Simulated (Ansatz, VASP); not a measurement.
## SiGe3: VASP beside Ansatz

```
Si Ge
1.0
    -1.98625    1.98625    4.69085
     1.98625   -1.98625    4.69085
     1.98625    1.98625   -4.69085
Si Ge
1 3
Direct
  0.50000 0.50000 0.00000
  0.00000 0.00000 0.00000
  0.75000 0.25000 0.50000
  0.25000 0.75000 0.50000
```

Alike in both runs: functional PBE; k mesh 16 × 16 × 16; occupations gaussian, width 0.1 eV; no spin polarisation.

Ansatz relaxed the structure, and its values are those at the end. VASP's run is a single point on that final structure, the one shown.

```csv
,VASP,Ansatz
version,VASP 6.6.1,Ansatz 0.2.0
potentials or method,"VASP PAW PBE potentials, release 64 (Si, Ge_d), cutoff 520 eV","scalar-relativistic, plane waves, PAW"
valence electrons in the cell,46,46
```

|  | VASP | Ansatz | Ansatz less VASP |
| --- | --- | --- | --- |
| gap on the k mesh at the Fermi level (eV) | none | none | - |
| pressure (GPa) | 0.0 | 0.0 | +0.01 |

A gap of «none» marks a metal or a gap that the smearing closes.
